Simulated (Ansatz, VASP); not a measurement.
# Al2Cu: VASP beside Ansatz

```
Al Cu
1.0
    -1.90148    1.90148    2.98780
     1.90148   -1.90148    2.98780
     1.90148    1.90148   -2.98780
Al Cu
2 1
Direct
  0.75000 0.25000 0.50000
  0.25000 0.75000 0.50000
  0.50000 0.50000 0.00000
```

Alike in both runs: task single point; functional PBE; k mesh 14 × 14 × 14; occupations gaussian, width 0.15 eV; no spin polarisation.

```csv
,VASP,Ansatz
version,VASP 6.6.1,Ansatz 0.2.0
potentials or method,"VASP PAW PBE potentials, release 64 (Al, Cu), cutoff 520 eV","scalar-relativistic, plane waves, PAW"
valence electrons in the cell,17,25
```

```tsv
	VASP	Ansatz	Ansatz less VASP
gap on the k mesh at the Fermi level (eV)	none	none	-
pressure (GPa)	14.6	14.3	-0.21
traceless stress, the component that is largest in VASP (GPa)	-6.76	-6.80	-0.033
```

A gap of «none» marks a metal or a gap that the smearing closes. VASP's potentials hold 17 valence electrons a cell and Ansatz's 25, so a difference there can come from the potentials and not from the codes.
